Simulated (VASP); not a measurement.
# In3C (Im-3m) in VASP: single point with PBE

Aim: the single point of In3C with PBE.

Everything below comes from runs of VASP 6.6.1. Logs are shortened: lines on timing, memory, paths and dates and some standing lists are left out, and cuts for length are marked.

## (1) The cell of the first run

It takes space group Im-3m (No. 229, cubic). The conventional cell has a = 5.665 Å, b = 5.665 Å, c = 5.665 Å, α = 90.00°, β = 90.00°, γ = 90.00°. In (site symmetry 4/mmm) has 4 In at 2.83 Å and 2 C at 2.83 Å within 3.7 Å. C (site symmetry m-3m) has 6 In at 2.83 Å within 3.7 Å.

## (2) Single point, PBE

INCAR

```
SYSTEM = In3C
PREC = Accurate
ENCUT = 520
EDIFF = 1E-7
ISMEAR = 0
SIGMA = 0.1
LREAL = .False.
LASPH = .True.
NELM = 100
ALGO = Normal
ISIF = 2
LWAVE = .False.
LCHARG = .False.
GGA = PE
NBANDS = 30
```

KPOINTS

```
regular mesh
0
Gamma
  4 4 4
  0 0 0
```

POSCAR

```
In3C
1.0
   -2.8327138700      2.8327138700      2.8327138700
    2.8327138700     -2.8327138700      2.8327138700
    2.8327138700      2.8327138700     -2.8327138700
In C
3 1
Direct
    0.0000000000      0.5000000000      0.5000000000
    0.5000000000      0.0000000000      0.5000000000
    0.5000000000      0.5000000000      0.0000000000
    0.0000000000      0.0000000000      0.0000000000
```

Potentials or basis: VASP PAW PBE potentials, release 64 (In_d, C).

On the command line:

```console
$ cat potpaw_PBE.64/In_d/POTCAR potpaw_PBE.64/C/POTCAR > POTCAR
$ mpirun -np 1 vasp_std > vasp.out
```

OUTCAR:

```text
SYSTEM = In3C
   PREC = Accurate
   ENCUT = 520
   EDIFF = 1E-7
   ISMEAR = 0
   LREAL = .False.
   LASPH = .True.
   NELM = 100
   ISIF = 2
   GGA = PE

 ion  position               nearest neighbor table
   1  0.000  0.500  0.500-   2 2.83   3 2.83   4 2.83   4 2.83   3 2.83   2 2.83   2 4.01   2 4.01
                             3 4.01   3 4.01   2 4.01   2 4.01   3 4.01   3 4.01
   2  0.500  0.000  0.500-   1 2.83   3 2.83   4 2.83   3 2.83   4 2.83   1 2.83   3 4.01   1 4.01
                             1 4.01   3 4.01   1 4.01   1 4.01   3 4.01   3 4.01
   3  0.500  0.500  0.000-   1 2.83   2 2.83   4 2.83   2 2.83   1 2.83   4 2.83   1 4.01   1 4.01
                             2 4.01   2 4.01   2 4.01   1 4.01   1 4.01   2 4.01
   4  0.000  0.000  0.000-   1 2.83   2 2.83   3 2.83   1 2.83   2 2.83   3 2.83

  LATTYP: Found a body centered cubic cell.
 ALAT       =     5.6654277400

  Lattice vectors:

 A1 = (  -2.8327138700,   2.8327138700,   2.8327138700)
 A2 = (   2.8327138700,  -2.8327138700,   2.8327138700)
 A3 = (   2.8327138700,   2.8327138700,  -2.8327138700)

Analysis of symmetry for initial positions (statically):
=====================================================================
 Subroutine PRICEL returns:
 Original cell was already a primitive cell.

 Routine SETGRP: Setting up the symmetry group for a
 body centered cubic supercell.

 Subroutine GETGRP returns: Found 48 space group operations
 (whereof 48 operations were pure point group operations)
 out of a pool of 48 trial point group operations.

The static configuration has the point symmetry O_h .

Analysis of symmetry for dynamics (positions and initial velocities):
=====================================================================
 Subroutine PRICEL returns:
 Original cell was already a primitive cell.

 Routine SETGRP: Setting up the symmetry group for a
 body centered cubic supercell.

 Subroutine GETGRP returns: Found 48 space group operations
 (whereof 48 operations were pure point group operations)
 out of a pool of 48 trial point group operations.

The dynamic configuration has the point symmetry O_h .

 Subroutine INISYM returns: Found 48 space group operations
 (whereof 48 operations are pure point group operations),
 and found     1 'primitive' translations

----------------------------------------------------------------------------------------

                                     Primitive cell

  volume of cell :      90.9218

  direct lattice vectors                    reciprocal lattice vectors
    -2.832713870  2.832713870  2.832713870     0.000000000  0.176509179  0.176509179
     2.832713870 -2.832713870  2.832713870     0.176509179  0.000000000  0.176509179
     2.832713870  2.832713870 -2.832713870     0.176509179  0.176509179  0.000000000

  length of vectors
     4.906404346  4.906404346  4.906404346     0.249621675  0.249621675  0.249621675

  position of ions in fractional coordinates (direct lattice)
     0.000000000  0.500000000  0.500000000
     0.500000000  0.000000000  0.500000000
     0.500000000  0.500000000  0.000000000
     0.000000000  0.000000000  0.000000000

  ion indices of the primitive-cell ions
   primitive index   ion index
                 1           1
                 2           2
                 3           3
                 4           4

----------------------------------------------------------------------------------------

 KPOINTS: regular mesh

Automatic generation of k-mesh.
 Grid dimensions read from file:
 generate k-points for:    4    4    4

 Generating k-lattice:

  Cartesian coordinates                     Fractional coordinates (reciprocal lattice)
     0.000000000  0.044127295  0.044127295     0.250000000  0.000000000  0.000000000
     0.044127295  0.000000000  0.044127295     0.000000000  0.250000000  0.000000000
     0.044127295  0.044127295  0.000000000     0.000000000  0.000000000  0.250000000

  Length of vectors
     0.062405419  0.062405419  0.062405419

  Shift w.r.t. Gamma in fractional coordinates (k-lattice)
     0.000000000  0.000000000  0.000000000

 Subroutine IBZKPT returns following result:
 ===========================================

 Found      8 irreducible k-points:

 Following reciprocal coordinates:
            Coordinates               Weight
  0.000000  0.000000  0.000000      1.000000
  0.250000  0.000000  0.000000     12.000000
  0.500000  0.000000  0.000000      6.000000
  0.250000  0.250000  0.000000     24.000000
  0.250000  0.250000  0.250000      2.000000
 -0.250000  0.250000  0.250000      6.000000
  0.500000  0.500000  0.250000     12.000000
  0.500000  0.500000  0.500000      1.000000
   k-points           NKPTS =      8   k-points in BZ     NKDIM =      8   number of bands    NBANDS=     30
   number of dos      NEDOS =    301   number of ions     NIONS =      4
   total plane-waves  NPLWV =  46656
   dimension x,y,z NGX =    36 NGY =   36 NGZ =   36
   dimension x,y,z NGXF=    72 NGYF=   72 NGZF=   72
   ions per type =               3   1
   NGX,Y,Z   is equivalent  to a cutoff of  12.20, 12.20, 12.20 a.u.
   NGXF,Y,Z  is equivalent  to a cutoff of  24.40, 24.40, 24.40 a.u.
 SYSTEM =  In3C
   PREC   = accura    normal or accurate (medium, high low for compatibility)
   ISTART =      0    job   : 0-new  1-cont  2-samecut
   ICHARG =      2    charge: 1-file 2-atom 10-const
   ISPIN  =      1    spin polarized calculation?
   LNONCOLLINEAR =      F non collinear calculations
   LSORBIT =      F    spin-orbit coupling
   LASPH  =      T    aspherical Exc in radial PAW
   ENCUT  =  520.0 eV  38.22 Ry    6.18 a.u.   9.12  9.12  9.12*2*pi/ulx,y,z
   NELM   =    100;   NELMIN=  2; NELMDL= -5     # of ELM steps
   EDIFF  = 0.1E-06   stopping-criterion for ELM
   LREAL  =      F    real-space projection
   EDIFFG = 0.1E-05   stopping-criterion for IOM
   NSW    =      0    number of steps for IOM
   IBRION =     -1    ionic relax: 0-MD 1-quasi-New 2-CG
   NFREE  =      0    steps in history (QN), initial steepest desc. (CG)
   ISIF   =      2    stress and relaxation
   ISYM   =      2    0-nonsym 1-usesym 2-fastsym
   POTIM  = 0.5000    time-step for ionic-motion
   TEBEG  =    0.0;   TEEND  =   0.0 temperature during run
   PSTRESS=    0.0 pullay stress
   NELECT =      43.0000    total number of electrons
   NUPDOWN=      -1.0000    fix difference up-down
   EMIN   =  10.00;   EMAX   =-10.00  energy-range for DOS
   EFERMI =   0.00;   METHOD = LEGACY
   ISMEAR =     0;   SIGMA  =   0.10  broadening in eV -4-tet -1-fermi 0-gaus
   EFERMI_NEDOS =   21; number of points for ismear=-14 and -15
   IALGO  =     38    algorithm
   IMIX   =      4    mixing-type and parameters
     AMIX     =   0.40;   BMIX     =  1.00
     AMIX_MAG =   1.60;   BMIX_MAG =  1.00
  volume/ion in A,a.u.               =      22.73       153.39
  Fermi-wavevector in a.u.,A,eV,Ry     =   1.275484  2.410315 22.134759  1.626859
  Thomas-Fermi vector in A             =   2.408193
   LORBIT       =      0    0 simple, 1 ext, 2 COOP (PROOUT), +10 PAW based schemes
   GGA     = PE    functional components
   LHFCALC =     F    Hartree Fock is set to
   AEXX    =    0.0000 exact exchange contribution
   IVDW    =     0    specifies the selected vdW correction
   LEPSILON=     F    determine dielectric tensor
   LRPA    =     F    only Hartree local field effects (RPA)
 non-spin polarized calculation
 Gauss-broadening in eV      SIGMA  =   0.10
  energy-cutoff  :      520.00
  volume of cell :       90.92
 maximum number of plane-waves:      2491
   NGX = 19   NGY = 19   NGZ = 19

 number of electron      43.0000031 magnetization

 Free energy of the ion-electron system (eV)
  ---------------------------------------------------
  ext. energy  EPLUGINS =         0.00000000
  ---------------------------------------------------
  free energy    TOTEN  =       -11.86973003 eV

  energy without entropy =      -11.85856773  energy(sigma->0) =      -11.86414888

 E-fermi :   6.1132     XC(G=0): -10.1288

 val. band max:        6.0370466280   @ k =   0.2500   0.0000   0.0000
 cond. band min:       6.1540365329   @ k =   0.0000   0.0000   0.0000
 fundamental gap:      0.1169899049
 Fermi energy:         6.1131768531

 k-point     1 :       0.0000    0.0000    0.0000
  band No.  band energies     occupation
      1      -8.8213      2.00000
      2      -8.8213      2.00000
      3      -8.4610      2.00000
      4      -8.4610      2.00000
      5      -8.4610      2.00000
      6      -8.3860      2.00000
[... 22 lines left out ...]
     29      12.5804      0.00000
     30      12.5804      0.00000

 k-point     2 :       0.2500    0.0000    0.0000
  band No.  band energies     occupation
      1      -8.7756      2.00000
      2      -8.6540      2.00000
      3      -8.4111      2.00000
      4      -8.3952      2.00000
      5      -8.3597      2.00000
      6      -8.3081      2.00000
[... 22 lines left out ...]
     29      12.8097      0.00000
     30      13.8222      0.00000

 k-point     3 :       0.5000    0.0000    0.0000
  band No.  band energies     occupation
      1      -8.7344      2.00000
      2      -8.3459      2.00000
      3      -8.3021      2.00000
      4      -8.2711      2.00000
      5      -8.1772      2.00000
      6      -8.1548      2.00000
[... 22 lines left out ...]
     29      13.3717      0.00000
     30      13.4967      0.00000

 k-point     4 :       0.2500    0.2500    0.0000
  band No.  band energies     occupation
      1      -8.6687      2.00000
      2      -8.4613      2.00000
      3      -8.3385      2.00000
      4      -8.2669      2.00000
      5      -8.2621      2.00000
      6      -8.1328      2.00000
[... 22 lines left out ...]
     29      13.5189      0.00000
     30      14.7457      0.00000

 k-point     5 :       0.2500    0.2500    0.2500
  band No.  band energies     occupation
      1      -8.2786      2.00000
      2      -8.2786      2.00000
      3      -8.2786      2.00000
      4      -8.1868      2.00000
      5      -8.1376      2.00000
      6      -8.1376      2.00000
[... 22 lines left out ...]
     29      12.4365      0.00000
     30      12.4365      0.00000

 k-point     6 :      -0.2500    0.2500    0.2500
  band No.  band energies     occupation
      1      -8.8303      2.00000
      2      -8.5779      2.00000
      3      -8.4285      2.00000
      4      -8.3268      2.00000
      5      -8.3268      2.00000
      6      -8.1515      2.00000
[... 22 lines left out ...]
     29      12.7240      0.00000
     30      13.9278      0.00000

 k-point     7 :       0.5000    0.5000    0.2500
  band No.  band energies     occupation
      1      -8.8191      2.00000
      2      -8.4717      2.00000
      3      -8.3969      2.00000
      4      -8.3737      2.00000
      5      -8.3545      2.00000
      6      -8.3097      2.00000
[... 22 lines left out ...]
     29      14.8067      0.00000
     30      15.6526      0.00000

 k-point     8 :       0.5000    0.5000    0.5000
  band No.  band energies     occupation
      1      -8.9171      2.00000
      2      -8.5198      2.00000
      3      -8.5198      2.00000
      4      -8.3966      2.00000
      5      -8.3966      2.00000
      6      -8.3966      2.00000
[... 22 lines left out ...]
     29      15.2268      0.00000
     30      15.2312      0.00000

------------------------ aborting loop because EDIFF is reached ----------------------------------------

  FORCE on cell =-STRESS in cart. coord.  units (eV):
  Direction    XX          YY          ZZ          XY          YZ          ZX
  --------------------------------------------------------------------------------------
  -------------------------------------------------------------------------------------
  Total       -0.1741349     -0.1741349     -0.1741349     -0.0000000     -0.0000000      0.0000000
  in kB       -3.0685144     -3.0685144     -3.0685144     -0.0000000     -0.0000000      0.0000000
  external PRESSURE =      -3.0685144 kB  Pullay stress =       0.0000000 kB

 VOLUME and BASIS-vectors are now :
 -----------------------------------------------------------------------------
  energy-cutoff  :      520.00
  volume of cell :       90.92
      direct lattice vectors                 reciprocal lattice vectors
    -2.832713870  2.832713870  2.832713870     0.000000000  0.176509179  0.176509179
     2.832713870 -2.832713870  2.832713870     0.176509179  0.000000000  0.176509179
     2.832713870  2.832713870 -2.832713870     0.176509179  0.176509179  0.000000000

 POSITION                                       TOTAL-FORCE (eV/Angst)
 -----------------------------------------------------------------------------------
      2.83271      0.00000      0.00000        -0.000000      0.000000     -0.000000
      0.00000      2.83271      0.00000         0.000000     -0.000000      0.000000
      0.00000      0.00000      2.83271        -0.000000      0.000000      0.000000
      0.00000      0.00000      0.00000         0.000000      0.000000     -0.000000
 -----------------------------------------------------------------------------------
    total drift:                                0.000000      0.000000     -0.000000

  FREE ENERGIE OF THE ION-ELECTRON SYSTEM (eV)
  ---------------------------------------------------
  free  energy   TOTEN  =       -11.8697300252 eV

  energy  without entropy=      -11.8585677341  energy(sigma->0) =      -11.86414888
```

Wall time 20 s (1 thread of Intel Xeon Platinum 8488C (Sapphire Rapids), shared host); peak memory 0.2 GiB.

Results:

| Item | Value |
| --- | --- |
| Free energy | -11.8697 eV |
| Pressure | -0.3 GPa |

Levels at points of the mesh, in eV from the Fermi level:
```csv
k point,band 19,band 20,band 21,band 22,band 23,band 24
"(0.00, 0.00, 0.00)",-1.13,-1.13,-0.21,-0.21,-0.21,0.04
"(0.50, 0.00, 0.00)",-2.71,-1.51,-1.01,0.92,1.33,2.69
"(0.50, 0.50, 0.50)",-3.44,-3.44,-3.44,1.33,1.33,1.33
```

Caveat: the k points lie up to 0.39 Å⁻¹ apart; spin-orbit coupling is left out, which moves the levels of the heavy elements.
